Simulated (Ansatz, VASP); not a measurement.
ZrB2: VASP beside Ansatz

The input POSCAR:

```
ZrB2
1.0
    3.1700000000      0.0000000000      0.0000000000
   -1.5850000000      2.7453005300      0.0000000000
    0.0000000000      0.0000000000      3.5330000000
Zr B
1 2
Direct
    0.0000000000      0.0000000000      0.0000000000
    0.6666666667      0.3333333333      0.5000000000
    0.3333333333      0.6666666667      0.5000000000
```

INCAR.step1

```
ALGO = Normal
EDIFF = 1E-4
ENCUT = 600
GGA = PE
ISMEAR = -1
LASPH = True
LCHARG = False
LDAU = True
LDAUJ = 0 0
LDAUL = 2 -1
LDAUTYPE = 2
LDAUU = 5 0
LMAXMIX = 4
LREAL = False
LWAVE = True
NELM = 150
PREC = Accurate
SIGMA = 0.05
```

File INCAR.step2:

```
ALGO = Normal
EDIFF = 1E-7
EDIFFG = -0.01
ENCUT = 600
IBRION = 2
ISIF = 3
ISMEAR = -1
ISTART = 1
LASPH = True
LCHARG = False
LDAU = True
LDAUJ = 0 0
LDAUL = 2 -1
LDAUPRINT = 1
LDAUTYPE = 2
LDAUU = 5 0
LMAXMIX = 4
LMIXTAU = True
LREAL = False
LWAVE = False
METAGGA = R2SCAN
NELM = 150
NSW = 60
PREC = Accurate
SIGMA = 0.05
```

The input KPOINTS:

```
k-points
0
Gamma
  10 10 8
```

File input.yaml:

```yaml
crystal:
  lattice:
    - [3.17, 0.0, 0.0]
    - [-1.585, 2.74530053, 0.0]
    - [0.0, 0.0, 3.533]
  atoms:
    - { symbol: Zr, position: [0.0, 0.0, 0.0] }
    - { symbol: B, position: [0.6666666667, 0.3333333333, 0.5] }
    - { symbol: B, position: [0.3333333333, 0.6666666667, 0.5] }
hamiltonian:
  xc: r2scan
  pseudopotentials: { kind: paw }
  hubbard: { sites: [{ species: Zr, l: d, u_eff: 5.0 }] }
kpoints:
  mp_grid: { grid: [10, 10, 8] }
scf:
  occupations: { method: fermi_dirac, width: 0.05 }
output:
  forces: true
  stress: true
  eigenvalues: true
relax:
  f_tol: 0.01
  max_steps: 40
  cell: { stress_tol: 0.05 }
```

Alike in both runs: task relaxation of cell and atoms; functional r2SCAN; k mesh 10 × 10 × 8; occupations fermi-dirac, width 0.05 eV; no spin polarisation; Hubbard terms Zr d U = 5.0 eV.

|  | VASP | Ansatz |
| --- | --- | --- |
| version | VASP 6.6.1 | Ansatz 0.2.0 |
| potentials or method | VASP PAW PBE potentials, release 64 (Zr_sv, B) | Ansatz PAW |
| plane-wave cutoff (eV) | 600 | 500 |
| valence electrons in the cell | 18 | 18 |

|  | VASP | Ansatz | Ansatz less VASP |
| --- | --- | --- | --- |
| gap on the k mesh at the Fermi level, each at its own relaxed structure (eV) | none | none | - |
| relaxed volume (Å³/atom) | 10.78 | 10.50 | -0.278 |
| relaxed cell length with the largest relative difference (Å) | 3.205 | 3.174 | -0.0306 |

VASP's potentials were made for PBE, not for r2SCAN. The programs project onto different local orbitals, so the same U acts differently, and such runs can settle in different states. A gap of «none» marks a metal or a gap that the smearing closes.

Noted on Ansatz's run: the plane-wave basis is chosen anew once the cell has moved, so the energies of steps on either side of that aren't comparable.
